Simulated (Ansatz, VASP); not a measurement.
InSe: VASP beside Ansatz

INCAR

```
SYSTEM = InSe
  PREC = Accurate
  ENCUT = 520
  EDIFF = 1E-7
  ISMEAR = -1
  SIGMA = 0.05
  LREAL = .False.
  LASPH = .True.
  NELM = 80
  ALGO = Normal
  ISIF = 2
  LWAVE = .False.
  LCHARG = .False.
  GGA = CA
  NBANDS = 27
```

File KPOINTS:

```
Automatic mesh
0
Gamma
  8 8 8
  0 0 0
```

POSCAR

```
InSe
1.0
    1.9729696595      1.1390945640      8.3259319629
   -1.9729696595      1.1390945640      8.3259319629
    0.0000000000     -2.2781891280      8.3259319629
In Se
2 2
Direct
    0.8886000000      0.8886000000      0.8886000000
    0.0000000000      0.0000000000      0.0000000000
    0.1719000000      0.1719000000      0.1719000000
    0.3835000000      0.3835000000      0.3835000000
```

input.yaml

```yaml
crystal:
  lattice:
    - [1.9729696595, 1.139094564, 8.3259319629]
    - [-1.9729696595, 1.139094564, 8.3259319629]
    - [0.0, -2.278189128, 8.3259319629]
  atoms:
    - { symbol: In, position: [0.8886, 0.8886, 0.8886] }
    - { symbol: In, position: [0.0, 0.0, 0.0] }
    - { symbol: Se, position: [0.1719, 0.1719, 0.1719] }
    - { symbol: Se, position: [0.3835, 0.3835, 0.3835] }
kpoints:
  mp_grid: { grid: [8, 8, 8] }
scf:
  occupations: { method: fermi_dirac, width: 0.05 }
hamiltonian:
  xc: lda
  pseudopotentials: { kind: all_electron, lapw: { basis_error: 0.002 } }
output:
  forces: true
  stress: true
  eigenvalues: true
```

Change from the starting cell: volume scaled by 0.96.

Alike in both runs: task single point; functional LDA; k mesh 8 × 8 × 8; occupations fermi-dirac, width 0.05 eV; no spin polarisation.

|  | VASP | Ansatz |
| --- | --- | --- |
| version | VASP 6.6.1 | Ansatz 0.2.0 |
| potentials or method | VASP PAW LDA potentials, release 64 (In_d, Se), cutoff 520 eV | all-electron LAPW, scalar-relativistic |

VASP gave:

* gap on the k mesh at the Fermi level (eV): 0.34
* least direct gap on the mesh (eV): 0.34
* pressure (GPa): 0.8
* traceless stress, the component that is largest in VASP (GPa): -1.00
* rms of the force components (eV/Å): 0.205

Question: Estimate Ansatz's values.

Answer: gap on the k mesh at the Fermi level (eV): 0.33; least direct gap on the mesh (eV): 0.33; pressure (GPa): 0.7; traceless stress, the component that is largest in VASP (GPa): -1.01; rms of the force components (eV/Å): 0.193.

LDA's correlation is that of Perdew and Zunger in VASP and of Perdew and Wang (1992) in Ansatz. Atom by atom the forces differ by 0.014 eV/Å (rms over components). Ansatz ran all-electron here, and VASP with PAW potentials.
